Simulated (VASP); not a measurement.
# SiB6 (Pm-3m) in VASP: notebook

The runs below take SiB6 through single point, relaxation of cell and atoms, with PBE.

Program: VASP 6.6.1. These are calculated values, not measurements. Logs are shortened: lines on timing, memory, paths and dates and some standing lists are left out, and cuts for length are marked.

## 1. The cell of the first run

The structure is cubic, space group Pm-3m (No. 221). The conventional cell has a = 4.134 Å, b = 4.134 Å, c = 4.134 Å, α = 90.00°, β = 90.00°, γ = 90.00°. B (site symmetry 4mm) has 5 B at 1.65 to 1.75 Å within 2.2 Å. Si (site symmetry m-3m) has 24 B at 3.04 Å within 4.0 Å.

## 2. Single point, PBE

Input file INCAR:

```
SYSTEM = SiB6
PREC = Accurate ; ENCUT = 520
EDIFF = 1E-6 ; ISMEAR = -1
SIGMA = 0.1 ; LREAL = .False.
LASPH = .True. ; NELM = 80
ALGO = Normal ; ISIF = 2
LWAVE = .False. ; LCHARG = .False.
GGA = PE ; NBANDS = 20
```

Input file KPOINTS:

```
regular mesh
0
Gamma
  6 6 6
  0 0 0
```

Input file POSCAR:

```
SiB6
1.0
    4.1336752008      0.0000000000      0.0000000000
    0.0000000000      4.1336752008      0.0000000000
    0.0000000000      0.0000000000      4.1336752008
B Si
6 1
Direct
    0.2001145678      0.5000000000      0.5000000000
    0.5000000000      0.2001145678      0.5000000000
    0.7998854322      0.5000000000      0.5000000000
    0.5000000000      0.7998854322      0.5000000000
    0.5000000000      0.5000000000      0.2001145678
    0.5000000000      0.5000000000      0.7998854322
    0.0000000000      0.0000000000      0.0000000000
```

Potentials or basis: VASP PAW PBE potentials, release 64 (B, Si).

Run with:

```console
> cat potpaw_PBE.64/B/POTCAR potpaw_PBE.64/Si/POTCAR > POTCAR
> mpirun -np 1 vasp_std > vasp.out
```

OUTCAR:

```text
SYSTEM = SiB6
   PREC = Accurate
   ENCUT = 520
   EDIFF = 1E-6
   ISMEAR = -1
   LREAL = .False.
   LASPH = .True.
   NELM = 80
   ISIF = 2
   GGA = PE

 ion  position               nearest neighbor table
   1  0.200  0.500  0.500-   3 1.65   2 1.75   4 1.75   5 1.75   6 1.75
   2  0.500  0.200  0.500-   4 1.65   3 1.75   1 1.75   5 1.75   6 1.75
   3  0.800  0.500  0.500-   1 1.65   2 1.75   4 1.75   5 1.75   6 1.75
   4  0.500  0.800  0.500-   2 1.65   1 1.75   3 1.75   5 1.75   6 1.75
   5  0.500  0.500  0.200-   6 1.65   2 1.75   3 1.75   4 1.75   1 1.75
   6  0.500  0.500  0.800-   5 1.65   2 1.75   3 1.75   4 1.75   1 1.75
   7  0.000  0.000  0.000-

  LATTYP: Found a simple cubic cell.
 ALAT       =     4.1336752008

  Lattice vectors:

 A1 = (   4.1336752008,   0.0000000000,   0.0000000000)
 A2 = (   0.0000000000,   4.1336752008,   0.0000000000)
 A3 = (   0.0000000000,   0.0000000000,   4.1336752008)

Analysis of symmetry for initial positions (statically):
=====================================================================
 Subroutine PRICEL returns:
 Original cell was already a primitive cell.

 Routine SETGRP: Setting up the symmetry group for a
 simple cubic supercell.

 Subroutine GETGRP returns: Found 48 space group operations
 (whereof 48 operations were pure point group operations)
 out of a pool of 48 trial point group operations.

The static configuration has the point symmetry O_h .

Analysis of symmetry for dynamics (positions and initial velocities):
=====================================================================
 Subroutine PRICEL returns:
 Original cell was already a primitive cell.

 Routine SETGRP: Setting up the symmetry group for a
 simple cubic supercell.

 Subroutine GETGRP returns: Found 48 space group operations
 (whereof 48 operations were pure point group operations)
 out of a pool of 48 trial point group operations.

The dynamic configuration has the point symmetry O_h .

 Subroutine INISYM returns: Found 48 space group operations
 (whereof 48 operations are pure point group operations),
 and found     1 'primitive' translations

----------------------------------------------------------------------------------------

                                     Primitive cell

  volume of cell :      70.6332

  direct lattice vectors                    reciprocal lattice vectors
     4.133675201  0.000000000  0.000000000     0.241915475  0.000000000  0.000000000
     0.000000000  4.133675201  0.000000000     0.000000000  0.241915475  0.000000000
     0.000000000  0.000000000  4.133675201     0.000000000  0.000000000  0.241915475

  length of vectors
     4.133675201  4.133675201  4.133675201     0.241915475  0.241915475  0.241915475

  position of ions in fractional coordinates (direct lattice)
     0.200114568  0.500000000  0.500000000
     0.500000000  0.200114568  0.500000000
     0.799885432  0.500000000  0.500000000
     0.500000000  0.799885432  0.500000000
     0.500000000  0.500000000  0.200114568
     0.500000000  0.500000000  0.799885432
     0.000000000  0.000000000  0.000000000

  ion indices of the primitive-cell ions
   primitive index   ion index
                 1           1
                 2           2
                 3           3
                 4           4
                 5           5
                 6           6
                 7           7

----------------------------------------------------------------------------------------

 KPOINTS: regular mesh

Automatic generation of k-mesh.
 Grid dimensions read from file:
 generate k-points for:    6    6    6

 Generating k-lattice:

  Cartesian coordinates                     Fractional coordinates (reciprocal lattice)
     0.040319246  0.000000000  0.000000000     0.166666667  0.000000000  0.000000000
     0.000000000  0.040319246  0.000000000     0.000000000  0.166666667  0.000000000
     0.000000000  0.000000000  0.040319246     0.000000000  0.000000000  0.166666667

  Length of vectors
     0.040319246  0.040319246  0.040319246

  Shift w.r.t. Gamma in fractional coordinates (k-lattice)
     0.000000000  0.000000000  0.000000000

 Subroutine IBZKPT returns following result:
 ===========================================

 Found     20 irreducible k-points:

 Following reciprocal coordinates:
            Coordinates               Weight
  0.000000  0.000000  0.000000      1.000000
  0.166667  0.000000  0.000000      6.000000
  0.333333  0.000000  0.000000      6.000000
  0.500000  0.000000  0.000000      3.000000
  0.166667  0.166667  0.000000     12.000000
  0.333333  0.166667  0.000000     24.000000
[... 12 lines left out ...]
  0.500000  0.500000  0.333333      6.000000
  0.500000  0.500000  0.500000      1.000000
   k-points           NKPTS =     20   k-points in BZ     NKDIM =     20   number of bands    NBANDS=     20
   number of dos      NEDOS =    301   number of ions     NIONS =      7
   total plane-waves  NPLWV =  32768
   dimension x,y,z NGX =    32 NGY =   32 NGZ =   32
   dimension x,y,z NGXF=    64 NGYF=   64 NGZF=   64
   ions per type =               6   1
   NGX,Y,Z   is equivalent  to a cutoff of  12.87, 12.87, 12.87 a.u.
   NGXF,Y,Z  is equivalent  to a cutoff of  25.74, 25.74, 25.74 a.u.
 SYSTEM =  SiB6
   PREC   = accura    normal or accurate (medium, high low for compatibility)
   ISTART =      0    job   : 0-new  1-cont  2-samecut
   ICHARG =      2    charge: 1-file 2-atom 10-const
   ISPIN  =      1    spin polarized calculation?
   LNONCOLLINEAR =      F non collinear calculations
   LSORBIT =      F    spin-orbit coupling
   LASPH  =      T    aspherical Exc in radial PAW
   ENCUT  =  520.0 eV  38.22 Ry    6.18 a.u.   7.69  7.69  7.69*2*pi/ulx,y,z
   NELM   =     80;   NELMIN=  2; NELMDL= -5     # of ELM steps
   EDIFF  = 0.1E-05   stopping-criterion for ELM
   LREAL  =      F    real-space projection
   EDIFFG = 0.1E-04   stopping-criterion for IOM
   NSW    =      0    number of steps for IOM
   IBRION =     -1    ionic relax: 0-MD 1-quasi-New 2-CG
   NFREE  =      0    steps in history (QN), initial steepest desc. (CG)
   ISIF   =      2    stress and relaxation
   ISYM   =      2    0-nonsym 1-usesym 2-fastsym
   POTIM  = 0.5000    time-step for ionic-motion
   TEBEG  =    0.0;   TEEND  =   0.0 temperature during run
   PSTRESS=    0.0 pullay stress
   NELECT =      22.0000    total number of electrons
   NUPDOWN=      -1.0000    fix difference up-down
   EMIN   =  10.00;   EMAX   =-10.00  energy-range for DOS
   EFERMI =   0.00;   METHOD = LEGACY
   ISMEAR =    -1;   SIGMA  =   0.10  broadening in eV -4-tet -1-fermi 0-gaus
   EFERMI_NEDOS =   21; number of points for ismear=-14 and -15
   IALGO  =     38    algorithm
   IMIX   =      4    mixing-type and parameters
     AMIX     =   0.40;   BMIX     =  1.00
     AMIX_MAG =   1.60;   BMIX_MAG =  1.00
  volume/ion in A,a.u.               =      10.09        68.09
  Fermi-wavevector in a.u.,A,eV,Ry     =   1.109718  2.097063 16.755228  1.231474
  Thomas-Fermi vector in A             =   2.246261
   LORBIT       =      0    0 simple, 1 ext, 2 COOP (PROOUT), +10 PAW based schemes
   GGA     = PE    functional components
   LHFCALC =     F    Hartree Fock is set to
   AEXX    =    0.0000 exact exchange contribution
   IVDW    =     0    specifies the selected vdW correction
   LEPSILON=     F    determine dielectric tensor
   LRPA    =     F    only Hartree local field effects (RPA)
 non-spin polarized calculation
  energy-cutoff  :      520.00
  volume of cell :       70.63
 maximum number of plane-waves:      1935
 NGX is ok and might be reduce to    32
   NGX = 15   NGY = 15   NGZ = 15

 number of electron      22.0000000 magnetization

 Free energy of the ion-electron system (eV)
  ---------------------------------------------------
  ext. energy  EPLUGINS =         0.00000000
  ---------------------------------------------------
  free energy    TOTEN  =       -42.46354230 eV

  energy without entropy =      -42.44513086  energy(sigma->0) =      -42.45433658

 E-fermi :   5.2549     XC(G=0): -10.5472

 val. band max:        5.2256683247   @ k =   0.5000   0.0000   0.0000
 cond. band min:       5.2979894686   @ k =   0.5000   0.5000   0.0000
 fundamental gap:      0.0723211439
 Fermi energy:         5.2549413953

 k-point     1 :       0.0000    0.0000    0.0000
  band No.  band energies     occupation
      1      -9.6144      2.00000
      2      -3.7061      2.00000
      3      -1.8331      2.00000
      4      -1.8331      2.00000
      5      -1.8331      2.00000
      6      -0.1351      2.00000
[... 12 lines left out ...]
     19      11.5609      0.00000
     20      15.4888      0.00000

 k-point     2 :       0.1667    0.0000    0.0000
  band No.  band energies     occupation
      1      -9.5108      2.00000
      2      -4.1992      2.00000
      3      -2.0196      2.00000
      4      -1.6828      2.00000
      5      -1.6828      2.00000
      6      -0.0641      2.00000
[... 12 lines left out ...]
     19      12.6668      0.00000
     20      14.1874      0.00000

 k-point     3 :       0.3333    0.0000    0.0000
  band No.  band energies     occupation
      1      -9.2692      2.00000
      2      -5.0900      2.00000
      3      -1.8381      2.00000
      4      -1.3050      2.00000
      5      -1.3050      2.00000
      6       0.0906      2.00000
[... 12 lines left out ...]
     19      14.2018      0.00000
     20      14.3831      0.00000

 k-point     4 :       0.5000    0.0000    0.0000
  band No.  band energies     occupation
      1      -9.1236      2.00000
      2      -5.5017      2.00000
      3      -1.6144      2.00000
      4      -1.0455      2.00000
      5      -1.0455      2.00000
      6       0.0594      2.00000
[... 337 lines left out ...]
 k-point    19 :       0.5000    0.5000    0.3333
  band No.  band energies     occupation
      1      -8.5998      2.00000
      2      -3.5862      2.00000
      3      -3.5862      2.00000
      4      -2.9466      2.00000
      5      -2.4008      2.00000
      6       0.1678      2.00000
[... 12 lines left out ...]
     19      13.9226      0.00000
     20      14.6763      0.00000

 k-point    20 :       0.5000    0.5000    0.5000
  band No.  band energies     occupation
      1      -8.5280      2.00000
      2      -3.3278      2.00000
      3      -3.3278      2.00000
      4      -3.3278      2.00000
      5      -1.8650      2.00000
      6      -0.4466      2.00000
[... 12 lines left out ...]
     19      13.8510      0.00000
     20      13.8510      0.00000

------------------------ aborting loop because EDIFF is reached ----------------------------------------

  FORCE on cell =-STRESS in cart. coord.  units (eV):
  Direction    XX          YY          ZZ          XY          YZ          ZX
  --------------------------------------------------------------------------------------
  -------------------------------------------------------------------------------------
  Total        0.0044039      0.0044039      0.0044039     -0.0000000     -0.0000000      0.0000000
  in kB        0.0998931      0.0998931      0.0998931     -0.0000000     -0.0000000      0.0000000
  external PRESSURE =       0.0998931 kB  Pullay stress =       0.0000000 kB

 VOLUME and BASIS-vectors are now :
 -----------------------------------------------------------------------------
  energy-cutoff  :      520.00
  volume of cell :       70.63
      direct lattice vectors                 reciprocal lattice vectors
     4.133675201  0.000000000  0.000000000     0.241915475  0.000000000  0.000000000
     0.000000000  4.133675201  0.000000000     0.000000000  0.241915475  0.000000000
     0.000000000  0.000000000  4.133675201     0.000000000  0.000000000  0.241915475

 POSITION                                       TOTAL-FORCE (eV/Angst)
 -----------------------------------------------------------------------------------
      0.82721      2.06684      2.06684        -0.016946      0.000000      0.000000
      2.06684      0.82721      2.06684         0.000000     -0.016946      0.000000
      3.30647      2.06684      2.06684         0.016946     -0.000000      0.000000
      2.06684      3.30647      2.06684        -0.000000      0.016946      0.000000
      2.06684      2.06684      0.82721        -0.000000     -0.000000     -0.016946
      2.06684      2.06684      3.30647         0.000000      0.000000      0.016946
      0.00000      0.00000      0.00000         0.000000     -0.000000      0.000000
 -----------------------------------------------------------------------------------
    total drift:                                0.000000     -0.000000     -0.000000

  FREE ENERGIE OF THE ION-ELECTRON SYSTEM (eV)
  ---------------------------------------------------
  free  energy   TOTEN  =       -42.4635423036 eV

  energy  without entropy=      -42.4451308560  energy(sigma->0) =      -42.45433658
```

It took 14 s on 1 thread of Intel Xeon 6975P-C, shared host; peak memory 0.17 GiB.

What came out:

```yaml
Free_energy: -42.4635 eV
Pressure: 0.0 GPa
Largest_force: 0.017 eV/Å
Band_gap_on_the_k_mesh: 0.07 eV, indirect (least direct gap 0.67 eV)
```

Forces on the atoms (eV/Å):
```
B   -0.017  0.000  0.000
B    0.000 -0.017  0.000
B    0.017  0.000  0.000
B    0.000  0.017  0.000
B    0.000  0.000 -0.017
B    0.000  0.000  0.017
Si   0.000  0.000  0.000
```

Levels at points of the mesh, in eV from the valence-band top:
```csv
k point,band 8,band 9,band 10,band 11,band 12,band 13,band 14,band 15
"(0.00, 0.00, 0.00)",-3.63,-0.22,-0.22,-0.22,1.18,1.18,1.18,2.78
"(0.50, 0.00, 0.00)",-3.33,-3.33,-1.91,0.00,0.67,1.61,2.44,2.44
"(0.50, 0.50, 0.00)",-2.57,-2.12,-1.69,-1.69,0.07,0.07,0.29,5.84
"(0.50, 0.50, 0.50)",-5.67,-1.29,-1.29,-1.29,3.09,3.09,3.09,5.83
```

A k mesh can miss the band edges.

## 3. Relaxation of cell and atoms, PBE

This run uses another cell than the first one, of 10.12 Å³/atom, 1.002 times its volume.

Input file INCAR:

```
PREC     = Accurate       # precision mode
ENCUT    = 600            # plane-wave cutoff, eV
EDIFF    = 1E-7           # SCF threshold, eV
ISMEAR   = -1             # smearing method
SIGMA    = 0.1            # smearing width, eV
LREAL    = F              # projectors in reciprocal space
LASPH    = T              # aspherical terms in the spheres
NELM     = 100            # most SCF steps
ALGO     = Normal         # electronic algorithm
ISIF     = 3              # what is computed and relaxed
LWAVE    = F              # write WAVECAR
LCHARG   = F              # write CHGCAR
GGA      = PE             # functional
IBRION   = 2              # ionic algorithm
NSW      = 100            # ionic steps
EDIFFG   = -0.01          # ionic threshold
```

Input file KPOINTS:

```
Automatic mesh
0
Gamma
  6 6 6
```

Input file POSCAR:

```
SiB6
1.0
    4.1371010000      0.0000000000      0.0000000000
    0.0000000000      4.1371010000      0.0000000000
    0.0000000000      0.0000000000      4.1371010000
B Si
6 1
Direct
    0.2100000000      0.5000000000      0.5000000000
    0.5000000000      0.2100000000      0.5000000000
    0.7900000000      0.5000000000      0.5000000000
    0.5000000000      0.7900000000      0.5000000000
    0.5000000000      0.5000000000      0.2100000000
    0.5000000000      0.5000000000      0.7900000000
    0.0000000000      0.0000000000      0.0000000000
```

Potentials or basis: VASP PAW PBE potentials, release 64 (B, Si).

Run with:

```console
> cat potpaw_PBE.64/B/POTCAR potpaw_PBE.64/Si/POTCAR > POTCAR
> mpirun -np 1 vasp_std > vasp.out
```

It took 2 min on 1 thread of Intel Xeon 6975P-C, shared host; peak memory 0.21 GiB.

Results (log left out):

| Item | Value |
| --- | --- |
| Free energy | -42.4692 eV |
| Relaxed volume | 10.09 Å³/atom |
| Relaxed cell | a = 4.134 Å, b = 4.134 Å, c = 4.134 Å, α = 90.00°, β = 90.00°, γ = 90.00° |
| Space group after relaxing (to 0.05 Å) | Pm-3m (No. 221) |
| Energy gained by relaxing | 46.9 meV/atom |
| Ionic steps | 10 |
| Pressure after relaxing | 0.0 GPa |
| Band gap on the k mesh | 0.07 eV, indirect (least direct gap 0.67 eV) |

The path:
| step | energy change (eV) | largest force (eV/Å) | pressure (GPa) | volume (Å³) |
| --- | --- | --- | --- | --- |
| 1 | 0.0000 | 2.6547 | 3.23 | 70.81 |
| 2 | 1.2669 | 6.1712 | -1.98 | 72.92 |
| 3 | -0.3233 | 0.0695 | -1.82 | 71.48 |
| 4 | -0.3237 | 0.0249 | -1.70 | 71.45 |
| 5 | -0.3236 | 0.0764 | -1.64 | 71.44 |
| 6 | -0.3282 | 0.0031 | 0.27 | 70.49 |
| 7 | -0.3283 | 0.0125 | 0.03 | 70.61 |
| 8 | -0.3283 | 0.0139 | -0.01 | 70.63 |
| 9 | -0.3283 | 0.0214 | -0.07 | 70.65 |
| 10 | -0.3283 | 0.0009 | -0.03 | 70.63 |

Final structure:
```xyz
7
Lattice="4.1337 0.0000 0.0000 0.0000 4.1337 0.0000 0.0000 0.0000 4.1337" Properties=species:S:1:pos:R:3 pbc="T T T"
B     0.8269    2.0669    2.0669
B     2.0669    0.8269    2.0669
B     3.3068    2.0669    2.0669
B     2.0669    3.3068    2.0669
B     2.0669    2.0669    0.8269
B     2.0669    2.0669    3.3068
Si    0.0000    0.0000    0.0000
```

Levels at points of the mesh, in eV from the valence-band top:
```
           k point  band 9  band 10  band 11  band 12  band 13  band 14
(0.00, 0.00, 0.00)   -0.22    -0.22    -0.22     1.17     1.17     1.17
(0.50, 0.00, 0.00)   -3.33    -1.91     0.00     0.67     1.61     2.44
(0.50, 0.50, 0.00)   -2.12    -1.70    -1.70     0.07     0.07     0.29
(0.50, 0.50, 0.50)   -1.29    -1.29    -1.29     3.08     3.08     3.08
```

A k mesh can miss the band edges.
